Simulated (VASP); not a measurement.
Set up this calculation in VASP 6.6.1, as the native input.

| Quantity | Value |
| --- | --- |
| Task | single point |
| Functional | PBE |
| Potentials or basis | VASP PAW PBE potentials, release 64 (Ga_d, O) |
| Cutoff | 520 eV |
| k mesh | 4 × 4 × 4 |
| Occupations | gaussian, width 0.01 eV |
| Spin | no spin polarisation |
| Dipole correction | no |
| Further INCAR settings | ALGO = Normal; EDIFF = 1e-07; NBANDS = 55 |

The structure of Ga2O3 lies in POSCAR:

```
Ga2O3
1.0
    6.2216705593     -1.5429722411      0.0096942745
    6.2216705593      1.5429722411      0.0096942745
   -1.4030763810      0.0000000000      5.7083824671
Ga O
4 6
Direct
    0.0899391105      0.0899391105      0.7947813756
    0.9100608895      0.9100608895      0.2052186244
    0.6585022585      0.6585022585      0.3141063194
    0.3414977415      0.3414977415      0.6858936806
    0.1634821439      0.1634821439      0.1092935998
    0.8365178561      0.8365178561      0.8907064002
    0.1736906179      0.1736906179      0.5643589496
    0.8263093821      0.8263093821      0.4356410504
    0.4959722361      0.4959722361      0.2566419049
    0.5040277639      0.5040277639      0.7433580951
```

These files were run (other wordings do the same):

INCAR

```
PREC = Accurate
ENCUT = 520
EDIFF = 1E-7
ISMEAR = 0
SIGMA = 0.01
LREAL = F
LASPH = T
NELM = 60
ALGO = Normal
ISIF = 2
LWAVE = F
LCHARG = F
GGA = PE
NBANDS = 55
```

KPOINTS

```
Automatic mesh
0
Gamma
  4 4 4
```

Potentials or basis: VASP PAW PBE potentials, release 64 (Ga_d, O).

Run with:

```bash
$ cat potpaw_PBE.64/Ga_d/POTCAR potpaw_PBE.64/O/POTCAR > POTCAR
$ mpirun -np 1 vasp_std > vasp.out
```

Results of the run:

- Pressure: 0.6 GPa
- Largest force: 0.026 eV/Å
- Band gap on the k mesh: 2.00 eV (least direct gap 2.02 eV)

Caveat: the k points lie up to 0.53 Å⁻¹ apart.

Run time: 3.8 min on 1 thread of Oxide Virtual Turin-like Processor, with other jobs on the host, peak memory 0.33 GiB.
